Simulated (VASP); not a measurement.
Here is a VASP 6.6.1 calculation.

File INCAR:

```
  PREC = Accurate
  ENCUT = 520
  EDIFF = 1E-6
  ISMEAR = -1
  SIGMA = 0.1
  LREAL = False
  LASPH = True
  NELM = 60
  ALGO = Normal
  ISIF = 2
  LWAVE = False
  LCHARG = True
  GGA = B5
  ALDAX = 1.0
  AGGAX = 1.0
  AGGAC = 1.0
  ALDAC = 0.0
  LELF = True
  LVHAR = True
  NBANDS = 21
```

Contents of KPOINTS:

```
regular mesh
0
Gamma
  15 15 7
```

The input POSCAR:

```
W
1.0
    2.7266930341      0.0000000000      0.0000000000
   -1.3633465171      2.3613854359      0.0000000000
    0.0000000000      0.0000000000      4.8931900839
W
2
Direct
    0.3333333333      0.6666666667      0.2500000000
    0.6666666667      0.3333333333      0.7500000000
```

Potentials or basis: VASP PAW PBE potentials, release 64 (W_sv).

The run is started by

```sh
$ cat potpaw_PBE.64/W_sv/POTCAR > POTCAR
$ mpirun -np 1 vasp_std > vasp.out
```

Problem. What does it give for the pressure?

Solution. 27.1 GPa.

Problem. What does it give for the band gap on the k mesh?

Solution. Zero (band 14 reaches 13.00 eV, above the bottom of band 15 at 11.34 eV).

Stress tensor (GPa, compression positive):
```
29.32  0.00  0.00
 0.00 29.32  0.00
 0.00  0.00 22.61
```

Caveat: the PAW data sets were made with another functional, which shifts forces and pressure a little; spin-orbit coupling is left out, which moves the levels of the heavy elements.
